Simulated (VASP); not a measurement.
Here is a VASP 6.6.1 calculation.

File INCAR:

```
SYSTEM = SnO
PREC = Accurate ; ENCUT = 520
EDIFF = 1E-6 ; ISMEAR = 0
SIGMA = 0.05 ; LREAL = .False.
LASPH = .True. ; NELM = 80
ALGO = Normal ; ISIF = 2
LWAVE = .False. ; LCHARG = .True.
GGA = PE ; LELF = .True.
LVHAR = .True. ; NBANDS = 28
```

Contents of KPOINTS:

```
Automatic mesh
0
Gamma
  18 18 1
  0 0 0
```

File POSCAR:

```
SnO
1.0
    3.8712032000      0.0000000000      0.0000000000
    0.0000000000      3.8712032000      0.0000000000
    0.0000000000      0.0000000000     15.3277038400
Sn O
2 2
Direct
    0.5000000000      0.0000000000      0.5759312600
    0.0000000000      0.5000000000      0.4240687400
    0.5000000000      0.5000000000      0.5000000000
    0.0000000000      0.0000000000      0.5000000000
```

Potentials or basis: VASP PAW PBE potentials, release 64 (Sn_d, O).

Run with:

```console
$ cat potpaw_PBE.64/Sn_d/POTCAR potpaw_PBE.64/O/POTCAR > POTCAR
$ mpirun -np 1 vasp_std > vasp.out
```

Predict the largest force.

0.148 eV/Å.

What does it give for the band gap on the k mesh?

2.91 eV (least direct gap 2.94 eV).

Forces in eV/Å, atoms in the order of the input:
```
Sn   0.000  0.000  0.148
Sn   0.000  0.000 -0.148
O    0.000  0.000  0.000
O    0.000  0.000  0.000
```

Caveat: spin-orbit coupling is left out, which moves the levels of the heavy elements.
